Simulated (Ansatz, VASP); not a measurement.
One calculation of WS2, two programs

```
W S
1.0
     3.14616    0.00000    0.00000
    -1.57308    2.72466    0.00000
     0.00000    0.00000   12.69390
W S
2 4
Cartesian
  0.0000 1.8164 3.1735
  1.5731 0.9082 9.5204
  0.0000 1.8164 7.9528
  1.5731 0.9082 1.6058
  0.0000 1.8164 11.0881
  1.5731 0.9082 4.7411
```

Alike in both runs: task single point; functional PBEsol; k mesh 12 × 12 × 4; occupations gaussian, width 0.02 eV; no spin polarisation.

|  | VASP | Ansatz |
| --- | --- | --- |
| version | VASP 6.6.1 | Ansatz 0.2.0 |
| potentials or method | VASP PAW PBE potentials, release 64 (W_sv, S), cutoff 520 eV | scalar-relativistic, plane waves, PAW |
| valence electrons in the cell | 52 | 52 |

|  | VASP | Ansatz | Ansatz less VASP |
| --- | --- | --- | --- |
| gap on the k mesh at the Fermi level (eV) | 1.11 | 1.10 | -0.015 |
| least direct gap on the mesh (eV) | 1.87 | 1.86 | -0.004 |

VASP's potentials were made for PBE, not for PBEsol.

Spin-orbit coupling is off throughout.
